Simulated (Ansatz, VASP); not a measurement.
**Two plane-wave programs on Re**

```
CELL_PARAMETERS angstrom
4.38256 0.00000 0.00000
-2.19128 3.79541 0.00000
0.00000 0.00000 2.74099
ATOMIC_POSITIONS crystal
Re 0.00000 0.00000 0.00000
Re 0.33333 0.66667 0.50000
Re 0.66667 0.33333 0.50000
```

Alike in both runs: functional PBE; k mesh 9 × 9 × 13; occupations fermi-dirac, width 0.08 eV; no spin polarisation.

Ansatz relaxed the structure, and its values are those at the end. VASP's run is a single point on that final structure, the one shown.

|  | VASP | Ansatz |
| --- | --- | --- |
| version | VASP 6.6.1 | Ansatz 0.2.0 |
| potentials or method | VASP PAW PBE potentials, release 64 (Re) | PAW with Ansatz's default frozen-core files, scalar-relativistic |
| plane-wave cutoff (eV) | 520 | 420 |
| valence electrons in the cell | 21 | 45 |

Ansatz gave:

* pressure (GPa): 0.0

Question: Which values does VASP return?

Answer: Pressure (GPa): -0.8.

The functional is the same, so the differences come from potentials, cutoffs and numerics. VASP's potentials hold 21 valence electrons a cell and Ansatz's 45, so a difference there can come from the potentials and not from the codes.

Spin-orbit coupling is off throughout.
